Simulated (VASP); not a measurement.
Write the native input for VASP 6.6.1 that does the following.

- Task: relaxation of the atoms
- Functional: PBEsol
- Potentials or basis: VASP PAW PBE potentials, release 64 (Si, Ti_sv)
- Cutoff: 520 eV
- k mesh: 2 × 2 × 2
- Occupations: gaussian, width 0.05 eV
- Spin: no spin polarisation
- Dipole correction: no
- Further INCAR settings: LREAL = Auto; ALGO = Normal; EDIFF = 1e-06; IBRION = 2; EDIFFG = -0.03; NSW = 80

The structure of TiSi16 (a cell with a defect) lies in POSCAR:

```
TiSi16
1.0
    0.0000000000      5.4300000000      5.4300000000
    5.4300000000      0.0000000000      5.4300000000
    5.4300000000      5.4300000000      0.0000000000
Si Ti
16 1
Direct
    0.0000000000      0.0000000000      0.0000000000
    0.1250000000      0.1250000000      0.1250000000
    0.0000000000      0.0000000000      0.5000000000
    0.1250000000      0.1250000000      0.6250000000
    0.0000000000      0.5000000000      0.0000000000
    0.1250000000      0.6250000000      0.1250000000
    0.0000000000      0.5000000000      0.5000000000
    0.1250000000      0.6250000000      0.6250000000
    0.5000000000      0.0000000000      0.0000000000
    0.6250000000      0.1250000000      0.1250000000
    0.5000000000      0.0000000000      0.5000000000
    0.6250000000      0.1250000000      0.6250000000
    0.5000000000      0.5000000000      0.0000000000
    0.6250000000      0.6250000000      0.1250000000
    0.5000000000      0.5000000000      0.5000000000
    0.6250000000      0.6250000000      0.6250000000
    0.7498238700      0.7447122300      0.7518558700
```

These files were run (other wordings do the same):

INCAR

```
SYSTEM = TiSi16
PREC     = Accurate       ! precision mode
ENCUT    = 520            ! plane-wave cutoff, eV
EDIFF    = 1E-6           ! SCF threshold, eV
ISMEAR   = 0              ! smearing method
SIGMA    = 0.05           ! smearing width, eV
LREAL    = Auto         
LASPH    = .True.         ! aspherical terms in the spheres
NELM     = 60             ! most SCF steps
ALGO     = Normal         ! electronic algorithm
ISIF     = 2              ! what is computed and relaxed
LWAVE    = .False.        ! write WAVECAR
LCHARG   = .False.        ! write CHGCAR
GGA      = PS             ! functional
IBRION   = 2              ! ionic algorithm
NSW      = 80             ! ionic steps
EDIFFG   = -0.03          ! ionic threshold
```

KPOINTS

```
regular mesh
0
Gamma
  2 2 2
  0 0 0
```

Potentials or basis: VASP PAW PBE potentials, release 64 (Si, Ti_sv).

Command:

```sh
$ cat potpaw_PBE.64/Si/POTCAR potpaw_PBE.64/Ti_sv/POTCAR > POTCAR
$ mpirun -np 1 vasp_std > vasp.out
```

Results of the run:

| Item | Value |
| --- | --- |
| Energy gained by relaxing | 21.0 meV/atom |
| Ionic steps | 6 |
| Pressure after relaxing | 2.1 GPa |
| Largest force after relaxing | 0.014 eV/Å |
| Band gap on the k mesh | zero (bands 38 and 39 overlap by 0.41 eV) |

Caveat: the k points lie up to 0.50 Å⁻¹ apart; the PAW data sets were made with another functional, which shifts forces and pressure a little.

It took 9 min on 1 thread of Intel(R) Xeon(R) 6975P-C (Granite Rapids) (shared host), peak memory 0.56 GiB.
